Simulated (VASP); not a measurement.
Set up this calculation in VASP 6.6.1, as the native input.

* Task: single point
* Functional: PBE
* Potentials or basis: VASP PAW PBE potentials, release 64 (Be, S)
* Cutoff: 520 eV
* k mesh: 6 × 6 × 4
* Occupations: gaussian, width 0.01 eV
* Spin: no spin polarisation
* Dipole correction: no
* Further INCAR settings: ALGO = Normal; EDIFF = 1e-06; NBANDS = 16

The structure of BeS lies in POSCAR:

```
BeS
1.0
    3.4621570489      0.0000000000      0.0000000000
   -1.7310785244      2.9983159563      0.0000000000
    0.0000000000      0.0000000000      6.9924330974
Be S
2 2
Direct
    0.3333333333      0.6666666667      0.2500000000
    0.6666666667      0.3333333333      0.7500000000
    0.6666666667      0.3333333333      0.2500000000
    0.3333333333      0.6666666667      0.7500000000
```

One way to write it, as run:

INCAR

```
SYSTEM = BeS
ALGO     = Normal         ! electronic algorithm
EDIFF    = 1E-6           ! SCF threshold, eV
ENCUT    = 520            ! plane-wave cutoff, eV
GGA      = PE             ! functional
ISIF     = 2              ! what is computed and relaxed
ISMEAR   = 0              ! smearing method
LASPH    = .TRUE.         ! aspherical terms in the spheres
LCHARG   = .FALSE.        ! write CHGCAR
LREAL    = .FALSE.        ! projectors in reciprocal space
LWAVE    = .FALSE.        ! write WAVECAR
NBANDS   = 16             ! bands
NELM     = 80             ! most SCF steps
PREC     = Accurate       ! precision mode
SIGMA    = 0.01           ! smearing width, eV
```

KPOINTS

```
k-points
0
G
  6 6 4
  0 0 0
```

Potentials or basis: VASP PAW PBE potentials, release 64 (Be, S).

Launch:

```sh
$ cat potpaw_PBE.64/Be/POTCAR potpaw_PBE.64/S/POTCAR > POTCAR
$ mpirun -np 1 vasp_std > vasp.out
```

Results of the run:

| Quantity | Value |
| --- | --- |
| Pressure | 0.5 GPa |
| Band gap on the k mesh | 3.99 eV, indirect (least direct gap 4.14 eV) |

It took 11 s on 1 thread of Intel(R) Xeon(R) 6975P-C (Granite Rapids), on a shared host, peak memory 0.19 GiB.
